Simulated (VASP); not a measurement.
Set up this calculation in VASP 6.6.1, as the native input.

| Property | Result |
| --- | --- |
| Task | single point |
| Functional | PBE |
| Potentials or basis | VASP PAW PBE potentials, release 64 (Zr_sv, O) |
| Cutoff | 600 eV |
| k mesh | 8 × 8 × 8 |
| Occupations | gaussian, width 0.02 eV |
| Spin | no spin polarisation |
| Dipole correction | no |
| Further INCAR settings | ALGO = Normal; EDIFF = 1e-06; NBANDS = 19 |

The structure of ZrO2 lies in POSCAR:

```
ZrO2
1.0
    0.0000000000      2.6404674508      2.6404674508
    2.6404674508      0.0000000000      2.6404674508
    2.6404674508      2.6404674508      0.0000000000
Zr O
1 2
Direct
    0.0000000000      0.0000000000      0.0000000000
    0.2500000000      0.2500000000      0.2500000000
    0.7500000000      0.7500000000      0.7500000000
```

The input as run:

INCAR

```
PREC     = Accurate       # precision mode
ENCUT    = 600            # plane-wave cutoff, eV
EDIFF    = 1E-6           # SCF threshold, eV
ISMEAR   = 0              # smearing method
SIGMA    = 0.02           # smearing width, eV
LREAL    = False          # projectors in reciprocal space
LASPH    = True           # aspherical terms in the spheres
NELM     = 120            # most SCF steps
ALGO     = Normal         # electronic algorithm
ISIF     = 2              # what is computed and relaxed
LWAVE    = False          # write WAVECAR
LCHARG   = False          # write CHGCAR
GGA      = PE             # functional
NBANDS   = 19             # bands
GGA_COMPAT= False
```

KPOINTS

```
Automatic mesh
0
Gamma
  8 8 8
```

Potentials or basis: VASP PAW PBE potentials, release 64 (Zr_sv, O).

Launch:

```sh
$ cat potpaw_PBE.64/Zr_sv/POTCAR potpaw_PBE.64/O/POTCAR > POTCAR
$ mpirun -np 1 vasp_std > vasp.out
```

Results of the run:

The pressure is -18.4 GPa and the band gap on the k mesh is 3.04 eV (least direct gap 3.41 eV).

Caveat: the cell stands under tension.

Wall time 16 s on 1 thread of Intel(R) Xeon(R) 6975P-C (Granite Rapids), on a shared host, peak memory 0.17 GiB.
